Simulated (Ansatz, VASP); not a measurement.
# GaSb in VASP and in Ansatz

Contents of INCAR:

```
SYSTEM = GaSb
PREC     = Accurate       ! precision mode
ENCUT    = 520            ! plane-wave cutoff, eV
EDIFF    = 1E-6           ! SCF threshold, eV
ISMEAR   = 0              ! smearing method
SIGMA    = 0.1            ! smearing width, eV
LREAL    = .False.        ! projectors in reciprocal space
LASPH    = .True.         ! aspherical terms in the spheres
NELM     = 60             ! most SCF steps
ALGO     = Normal         ! electronic algorithm
ISIF     = 2              ! what is computed and relaxed
LWAVE    = .False.        ! write WAVECAR
LCHARG   = .False.        ! write CHGCAR
GGA      = PE             ! functional
NBANDS   = 26             ! bands
```

Contents of KPOINTS:

```
Automatic mesh
0
Gamma
  12 12 12
  0 0 0
```

The input POSCAR:

```
GaSb
1.0
    2.2092816988      1.2755293835      6.8938749315
   -2.2092816988      1.2755293835      6.8938749315
    0.0000000000     -2.5510587670      6.8938749315
Ga Sb
2 2
Direct
    0.4349322216      0.4349322216      0.4349322216
    0.5650677784      0.5650677784      0.5650677784
    0.0595437000      0.0595437000      0.0595437000
    0.9404563000      0.9404563000      0.9404563000
```

Input for Ansatz:

```yaml
crystal:
  lattice:
    - [2.2092816988, 1.2755293835, 6.8938749315]
    - [-2.2092816988, 1.2755293835, 6.8938749315]
    - [0.0, -2.551058767, 6.8938749315]
  atoms:
    - { symbol: Ga, position: [0.4349322216, 0.4349322216, 0.4349322216] }
    - { symbol: Ga, position: [0.5650677784, 0.5650677784, 0.5650677784] }
    - { symbol: Sb, position: [0.0595437, 0.0595437, 0.0595437] }
    - { symbol: Sb, position: [0.9404563, 0.9404563, 0.9404563] }
basis:
  ecutwfc: 420
kpoints:
  mp_grid: { grid: [12, 12, 12] }
hamiltonian:
  xc: pbe
scf:
  occupations: { method: gaussian, width: 0.1 }
output:
  forces: true
  stress: true
  eigenvalues: true
```

Alike in both runs: task single point; functional PBE; k mesh 12 × 12 × 12; occupations gaussian, width 0.1 eV; no spin polarisation.

|  | VASP | Ansatz |
| --- | --- | --- |
| version | VASP 6.6.1 | Ansatz 0.2.0 |
| potentials or method | VASP PAW PBE potentials, release 64 (Ga_d, Sb), cutoff 520 eV | scalar-relativistic, plane waves, PAW |
| valence electrons in the cell | 36 | 56 |

```csv
,VASP,Ansatz,Ansatz less VASP
gap on the k mesh at the Fermi level (eV),none,none,-
pressure (GPa),5.5,5.3,-0.21
"traceless stress, the component that is largest in VASP (GPa)",9.71,9.38,-0.330
rms of the force components (eV/Å),1.906,1.848,-0.0583
```

Atom by atom the forces differ by 0.060 eV/Å (rms over components). A gap of «none» marks a metal or a gap that the smearing closes. The functional is the same, so the differences come from potentials, cutoffs and numerics. VASP's potentials hold 36 valence electrons a cell and Ansatz's 56, so a difference there can come from the potentials and not from the codes.

Spin-orbit coupling is off throughout.
